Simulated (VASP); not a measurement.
# AlCo (Pm-3m) in VASP: notebook

AlCo is run at these levels: PBE; tasks: single point.

All numbers are computed with VASP 6.6.1; they aren't measurements. Logs are shortened: lines on timing, memory, paths and dates and some standing lists are left out, and cuts for length are marked.

## Step 1: The cell of the first run

It takes space group Pm-3m (No. 221, cubic). The conventional cell has a = 2.796 Å, b = 2.796 Å, c = 2.796 Å, α = 90.00°, β = 90.00°, γ = 90.00°. Within 3.2 Å of Al (site symmetry m-3m) lie 8 Co at 2.42 Å and 6 Al at 2.80 Å. Co (site symmetry m-3m) has 8 Al at 2.42 Å and 6 Co at 2.80 Å within 3.2 Å.

## Step 2: Single point, PBE, collinear spin, ferromagnetic start

INCAR reads:

```
SYSTEM = AlCo
PREC     = Accurate       ! precision mode
ENCUT    = 520            ! plane-wave cutoff, eV
EDIFF    = 1E-7           ! SCF threshold, eV
ISMEAR   = 1              ! smearing method
SIGMA    = 0.1            ! smearing width, eV
LREAL    = .False.        ! projectors in reciprocal space
LASPH    = .True.         ! aspherical terms in the spheres
NELM     = 150            ! most SCF steps
ALGO     = Normal         ! electronic algorithm
ISIF     = 2              ! what is computed and relaxed
LWAVE    = .False.        ! write WAVECAR
LCHARG   = .False.        ! write CHGCAR
ISPIN    = 2              ! spin polarisation
MAGMOM   = 0 3.2          ! initial moments
LORBIT   = 11             ! projections on sites
LMAXMIX  = 4              ! l up to which the mixer works
GGA      = PE             ! functional
NBANDS   = 17             ! bands
```

KPOINTS reads:

```
regular mesh
0
Gamma
  10 10 10
  0 0 0
```

POSCAR reads:

```
AlCo
1.0
    2.7957094176      0.0000000000      0.0000000000
    0.0000000000      2.7957094176      0.0000000000
    0.0000000000      0.0000000000      2.7957094176
Al Co
1 1
Direct
    0.0000000000      0.0000000000      0.0000000000
    0.5000000000      0.5000000000      0.5000000000
```

Potentials or basis: VASP PAW PBE potentials, release 64 (Al, Co).

The run is started by

```
cat potpaw_PBE.64/Al/POTCAR potpaw_PBE.64/Co/POTCAR > POTCAR
mpirun -np 1 vasp_std > vasp.out
```

OUTCAR:

```text
SYSTEM = AlCo
   PREC = Accurate
   ENCUT = 520
   EDIFF = 1E-7
   ISMEAR = 1
   LREAL = .False.
   LASPH = .True.
   NELM = 150
   ISIF = 2
   ISPIN = 2
   LORBIT = 11
   GGA = PE

 ion  position               nearest neighbor table
   1  0.000  0.000  0.000-   2 2.42   2 2.42   2 2.42   2 2.42   2 2.42   2 2.42   2 2.42   2 2.42

   2  0.500  0.500  0.500-   1 2.42   1 2.42   1 2.42   1 2.42   1 2.42   1 2.42   1 2.42   1 2.42

  LATTYP: Found a simple cubic cell.
 ALAT       =     2.7957094176

  Lattice vectors:

 A1 = (   2.7957094176,   0.0000000000,   0.0000000000)
 A2 = (   0.0000000000,   2.7957094176,   0.0000000000)
 A3 = (   0.0000000000,   0.0000000000,   2.7957094176)

Analysis of symmetry for initial positions (statically):
=====================================================================
 Subroutine PRICEL returns:
 Original cell was already a primitive cell.

 Routine SETGRP: Setting up the symmetry group for a
 simple cubic supercell.

 Subroutine GETGRP returns: Found 48 space group operations
 (whereof 48 operations were pure point group operations)
 out of a pool of 48 trial point group operations.

The static configuration has the point symmetry O_h .

Analysis of symmetry for dynamics (positions and initial velocities):
=====================================================================
 Subroutine PRICEL returns:
 Original cell was already a primitive cell.

 Routine SETGRP: Setting up the symmetry group for a
 simple cubic supercell.

 Subroutine GETGRP returns: Found 48 space group operations
 (whereof 48 operations were pure point group operations)
 out of a pool of 48 trial point group operations.

The dynamic configuration has the point symmetry O_h .

Analysis of structural, dynamic, and magnetic symmetry:
=====================================================================
 Subroutine PRICEL returns:
 Original cell was already a primitive cell.

 Routine SETGRP: Setting up the symmetry group for a
 simple cubic supercell.

 Subroutine GETGRP returns: Found 48 space group operations
 (whereof 48 operations were pure point group operations)
 out of a pool of 48 trial point group operations.

The overall configuration has the point symmetry O_h .

 Subroutine INISYM returns: Found 48 space group operations
 (whereof 48 operations are pure point group operations),
 and found     1 'primitive' translations

----------------------------------------------------------------------------------------

                                     Primitive cell

  volume of cell :      21.8512

  direct lattice vectors                    reciprocal lattice vectors
     2.795709418  0.000000000  0.000000000     0.357690965  0.000000000  0.000000000
     0.000000000  2.795709418  0.000000000     0.000000000  0.357690965  0.000000000
     0.000000000  0.000000000  2.795709418     0.000000000  0.000000000  0.357690965

  length of vectors
     2.795709418  2.795709418  2.795709418     0.357690965  0.357690965  0.357690965

  position of ions in fractional coordinates (direct lattice)
     0.000000000  0.000000000  0.000000000
     0.500000000  0.500000000  0.500000000

  ion indices of the primitive-cell ions
   primitive index   ion index
                 1           1
                 2           2

----------------------------------------------------------------------------------------

 KPOINTS: regular mesh

Automatic generation of k-mesh.
 Grid dimensions read from file:
 generate k-points for:   10   10   10

 Generating k-lattice:

  Cartesian coordinates                     Fractional coordinates (reciprocal lattice)
     0.035769097  0.000000000  0.000000000     0.100000000  0.000000000  0.000000000
     0.000000000  0.035769097  0.000000000     0.000000000  0.100000000  0.000000000
     0.000000000  0.000000000  0.035769097     0.000000000  0.000000000  0.100000000

  Length of vectors
     0.035769097  0.035769097  0.035769097

  Shift w.r.t. Gamma in fractional coordinates (k-lattice)
     0.000000000  0.000000000  0.000000000

 Subroutine IBZKPT returns following result:
 ===========================================

 Found     56 irreducible k-points:

 Following reciprocal coordinates:
            Coordinates               Weight
  0.000000  0.000000  0.000000      1.000000
  0.100000  0.000000  0.000000      6.000000
  0.200000  0.000000  0.000000      6.000000
  0.300000  0.000000  0.000000      6.000000
  0.400000  0.000000  0.000000      6.000000
  0.500000  0.000000  0.000000      3.000000
[... 16 lines left out ...]
  0.200000  0.100000  0.100000     24.000000
  0.300000  0.100000  0.100000     24.000000
 [... further k-points ...]
   k-points           NKPTS =     56   k-points in BZ     NKDIM =     56   number of bands    NBANDS=     17
   number of dos      NEDOS =    301   number of ions     NIONS =      2
   total plane-waves  NPLWV =  13824
   dimension x,y,z NGX =    24 NGY =   24 NGZ =   24
   dimension x,y,z NGXF=    48 NGYF=   48 NGZF=   48
   ions per type =               1   1
   NGX,Y,Z   is equivalent  to a cutoff of  14.27, 14.27, 14.27 a.u.
   NGXF,Y,Z  is equivalent  to a cutoff of  28.54, 28.54, 28.54 a.u.
 SYSTEM =  AlCo
   PREC   = accura    normal or accurate (medium, high low for compatibility)
   ISTART =      0    job   : 0-new  1-cont  2-samecut
   ICHARG =      2    charge: 1-file 2-atom 10-const
   ISPIN  =      2    spin polarized calculation?
   LNONCOLLINEAR =      F non collinear calculations
   LSORBIT =      F    spin-orbit coupling
   LASPH  =      T    aspherical Exc in radial PAW
   ENCUT  =  520.0 eV  38.22 Ry    6.18 a.u.   5.20  5.20  5.20*2*pi/ulx,y,z
   NELM   =    150;   NELMIN=  2; NELMDL= -5     # of ELM steps
   EDIFF  = 0.1E-06   stopping-criterion for ELM
   LREAL  =      F    real-space projection
   EDIFFG = 0.1E-05   stopping-criterion for IOM
   NSW    =      0    number of steps for IOM
   IBRION =     -1    ionic relax: 0-MD 1-quasi-New 2-CG
   NFREE  =      0    steps in history (QN), initial steepest desc. (CG)
   ISIF   =      2    stress and relaxation
   ISYM   =      2    0-nonsym 1-usesym 2-fastsym
   POTIM  = 0.5000    time-step for ionic-motion
   TEBEG  =    0.0;   TEEND  =   0.0 temperature during run
   PSTRESS=    0.0 pullay stress
   NELECT =      12.0000    total number of electrons
   NUPDOWN=      -1.0000    fix difference up-down
   EMIN   =  10.00;   EMAX   =-10.00  energy-range for DOS
   EFERMI =   0.00;   METHOD = LEGACY
   ISMEAR =     1;   SIGMA  =   0.10  broadening in eV -4-tet -1-fermi 0-gaus
   EFERMI_NEDOS =   21; number of points for ismear=-14 and -15
   IALGO  =     38    algorithm
   IMIX   =      4    mixing-type and parameters
     AMIX     =   0.40;   BMIX     =  1.00
     AMIX_MAG =   1.60;   BMIX_MAG =  1.00
  volume/ion in A,a.u.               =      10.93        73.73
  Fermi-wavevector in a.u.,A,eV,Ry     =   1.340633  2.533429 24.453706  1.797297
  Thomas-Fermi vector in A             =   2.468930
   LORBIT       =     11    0 simple, 1 ext, 2 COOP (PROOUT), +10 PAW based schemes
   GGA     = PE    functional components
   LHFCALC =     F    Hartree Fock is set to
   AEXX    =    0.0000 exact exchange contribution
   IVDW    =     0    specifies the selected vdW correction
   LEPSILON=     F    determine dielectric tensor
   LRPA    =     F    only Hartree local field effects (RPA)
 spin polarized calculation
 Methfessel and Paxton  Order N= 1 SIGMA  =   0.10
  energy-cutoff  :      520.00
  volume of cell :       21.85
 maximum number of plane-waves:       624
 NGX is ok and might be reduce to    24
   NGX = 11   NGY = 11   NGZ = 11

 number of electron      12.0000000 magnetization      -0.0000511

 number of electron      12.0000000 magnetization       0.0000645

 Free energy of the ion-electron system (eV)
  ---------------------------------------------------
  ext. energy  EPLUGINS =         0.00000000
  ---------------------------------------------------
  free energy    TOTEN  =       -11.94338274 eV

  energy without entropy =      -11.94487902  energy(sigma->0) =      -11.94388150

 E-fermi :  11.3821     XC(G=0): -12.5491

 val. band max:       11.3105534283   @ k =   0.5000   0.4000   0.1000
 cond. band min:      11.4442156576   @ k =   0.5000   0.3000   0.0000
 fundamental gap:      0.1336622293
 Fermi energy:        11.3821225072

 spin component 1

 k-point     1 :       0.0000    0.0000    0.0000
  band No.  band energies     occupation
      1      -0.1023      1.00000
      2       8.1342      1.00000
      3       8.1342      1.00000
      4      10.4479      1.00000
      5      10.4479      1.00000
      6      10.4479      1.00000
[... 9 lines left out ...]
     16      35.6128      0.00000
     17      35.6128      0.00000
[... 441 lines left out ...]
 k-point    24 :       0.3000    0.1000    0.1000
  band No.  band energies     occupation
      1       1.9948      1.00000
      2       7.4850      1.00000
      3       8.5643      1.00000
      4       9.6462      1.00000
      5       9.7533      1.00000
      6      10.3274      1.00000
[... 9 lines left out ...]
     16      33.1908      0.00000
     17      34.2149      0.00000

 [... further k-points ...]

 spin component 2

 k-point     1 :       0.0000    0.0000    0.0000
  band No.  band energies     occupation
      1      -0.1023      1.00000
      2       8.1343      1.00000
      3       8.1343      1.00000
      4      10.4480      1.00000
      5      10.4480      1.00000
      6      10.4480      1.00000
[... 9 lines left out ...]
     16      35.6128      0.00000
     17      35.6128      0.00000
[... 441 lines left out ...]
 k-point    24 :       0.3000    0.1000    0.1000
  band No.  band energies     occupation
      1       1.9948      1.00000
      2       7.4850      1.00000
      3       8.5644      1.00000
      4       9.6463      1.00000
      5       9.7534      1.00000
      6      10.3275      1.00000
[... 9 lines left out ...]
     16      33.1908      0.00000
     17      34.2149      0.00000

 [... further k-points ...]

------------------------ aborting loop because EDIFF is reached ----------------------------------------

  FORCE on cell =-STRESS in cart. coord.  units (eV):
  Direction    XX          YY          ZZ          XY          YZ          ZX
  --------------------------------------------------------------------------------------
  -------------------------------------------------------------------------------------
  Total        1.6335070      1.6335070      1.6335070      0.0000000     -0.0000000     -0.0000000
  in kB      119.7720517    119.7720517    119.7720517      0.0000000     -0.0000000     -0.0000000
  external PRESSURE =     119.7720517 kB  Pullay stress =       0.0000000 kB

 VOLUME and BASIS-vectors are now :
 -----------------------------------------------------------------------------
  energy-cutoff  :      520.00
  volume of cell :       21.85
      direct lattice vectors                 reciprocal lattice vectors
     2.795709418  0.000000000  0.000000000     0.357690965  0.000000000  0.000000000
     0.000000000  2.795709418  0.000000000     0.000000000  0.357690965  0.000000000
     0.000000000  0.000000000  2.795709418     0.000000000  0.000000000  0.357690965

 POSITION                                       TOTAL-FORCE (eV/Angst)
 -----------------------------------------------------------------------------------
      0.00000      0.00000      0.00000         0.000000      0.000000      0.000000
      1.39785      1.39785      1.39785         0.000000      0.000000      0.000000
 -----------------------------------------------------------------------------------
    total drift:                                0.000000     -0.000000     -0.000000

  FREE ENERGIE OF THE ION-ELECTRON SYSTEM (eV)
  ---------------------------------------------------
  free  energy   TOTEN  =       -11.9433827400 eV

  energy  without entropy=      -11.9448790224  energy(sigma->0) =      -11.94388150

 total charge

# of ion       s       p       d       tot
------------------------------------------
    1        0.402   0.455   0.000   0.857
    2        0.457   0.559   7.549   8.565
--------------------------------------------------
tot          0.859   1.014   7.549   9.422

 magnetization (x)

# of ion       s       p       d       tot
------------------------------------------
    1       -0.000  -0.000   0.000  -0.000
    2       -0.000  -0.000   0.000   0.000
--------------------------------------------------
tot         -0.000  -0.000   0.000   0.000
```

Wall time 77 s (1 thread of Intel Xeon 8259CL, shared host); peak memory 0.17 GiB.

Results:

```yaml
Free_energy: -11.9434 eV
Pressure: 12.0 GPa
Band_gap_on_the_k_mesh: zero (filled and empty bands overlap)
Net_moment: 0.00 μB per cell
Valence_electrons_inside_the_program's_atomic_spheres: Al 0.86; Co 8.56
```

Levels at points of the mesh, in eV from the Fermi level:
Spin up:
```
           k point  band 2  band 3  band 4  band 5  band 6  band 7  band 8  band 9  band 10  band 11
(0.00, 0.00, 0.00)   -3.25   -3.25   -0.93   -0.93   -0.93    6.25    6.25    6.25     8.96     8.96
(0.50, 0.00, 0.00)   -6.94   -2.60   -1.87   -1.87   -0.81    0.19    8.46   10.93    10.93    12.26
(0.50, 0.50, 0.00)   -3.31   -2.81   -2.81   -1.66   -1.66   -0.28    2.59    3.78    13.42    16.34
(0.50, 0.50, 0.50)   -4.23   -4.23   -0.24   -0.24    2.38    2.38    2.38    4.65     5.62     5.62
```
Spin down:
```
           k point  band 3  band 4  band 5  band 6  band 7  band 8  band 9  band 10
(0.00, 0.00, 0.00)   -3.25   -0.93   -0.93   -0.93    6.25    6.25    6.25     8.96
(0.50, 0.00, 0.00)   -2.60   -1.87   -1.87   -0.81    0.19    8.46   10.93    10.93
(0.50, 0.50, 0.00)   -2.81   -2.81   -1.66   -1.66   -0.28    2.59    3.78    13.42
(0.50, 0.50, 0.50)   -4.23   -0.24   -0.24    2.38    2.38    2.38    4.65     5.62
```

Caveat: the cell stands under pressure.

## Step 3: Single point, PBE, collinear spin, ferromagnetic start

This run uses another cell than the first one, of 11.21 Å³/atom.

INCAR reads:

```
SYSTEM = AlCo
  ALGO = Normal
  EDIFF = 1E-6
  ENCUT = 520
  GGA = PE
  ISIF = 2
  ISMEAR = 1
  ISPIN = 2
  LASPH = .True.
  LCHARG = .False.
  LMAXMIX = 4
  LORBIT = 11
  LREAL = .False.
  LWAVE = .False.
  MAGMOM = 0 3.2
  NBANDS = 17
  NELM = 150
  PREC = Accurate
  SIGMA = 0.1
```

KPOINTS reads:

```
k-points
0
Gamma
  10 10 10
  0 0 0
```

POSCAR reads:

```
AlCo
1.0
    2.8194030000      0.0000000000      0.0000000000
    0.0000000000      2.8194030000      0.0000000000
    0.0000000000      0.0000000000      2.8194030000
Al Co
1 1
Direct
    0.0000000000      0.0000000000      0.0000000000
    0.5000000000      0.5000000000      0.5000000000
```

Potentials or basis: VASP PAW PBE potentials, release 64 (Al, Co).

The run is started by

```
cat potpaw_PBE.64/Al/POTCAR potpaw_PBE.64/Co/POTCAR > POTCAR
mpirun -np 1 vasp_std > vasp.out
```

Run time: 78 s. Hardware: 1 thread of Intel Xeon 8259CL, shared host; peak memory 0.17 GiB.

The run converged. Its results:

| Quantity | Value |
| --- | --- |
| Free energy | -11.9754 eV |
| Pressure | 6.5 GPa |
| Band gap on the k mesh | zero (filled and empty bands overlap) |
| Net moment | 0.00 μB per cell |
| Valence electrons inside the program's atomic spheres | Al 0.84; Co 8.51 |

Levels at points of the mesh, in eV from the Fermi level:
Spin up:
```
           k point  band 4  band 5  band 6  band 7  band 8  band 9
(0.00, 0.00, 0.00)   -0.90   -0.90   -0.90    6.12    6.12    6.12
(0.50, 0.00, 0.00)   -1.81   -1.81   -0.78    0.18    8.43   10.79
(0.50, 0.50, 0.00)   -2.75   -1.60   -1.60   -0.27    2.51    3.63
(0.50, 0.50, 0.50)   -0.23   -0.23    2.38    2.38    2.38    4.41
```
Spin down:
```tsv
k point	band 4	band 5	band 6	band 7	band 8	band 9
(0.00, 0.00, 0.00)	-0.90	-0.90	-0.90	6.12	6.12	6.12
(0.50, 0.00, 0.00)	-1.81	-1.81	-0.78	0.18	8.43	10.79
(0.50, 0.50, 0.00)	-2.75	-1.60	-1.60	-0.27	2.51	3.63
(0.50, 0.50, 0.50)	-0.23	-0.23	2.38	2.38	2.38	4.41
```

Caveat: the cell stands under pressure.
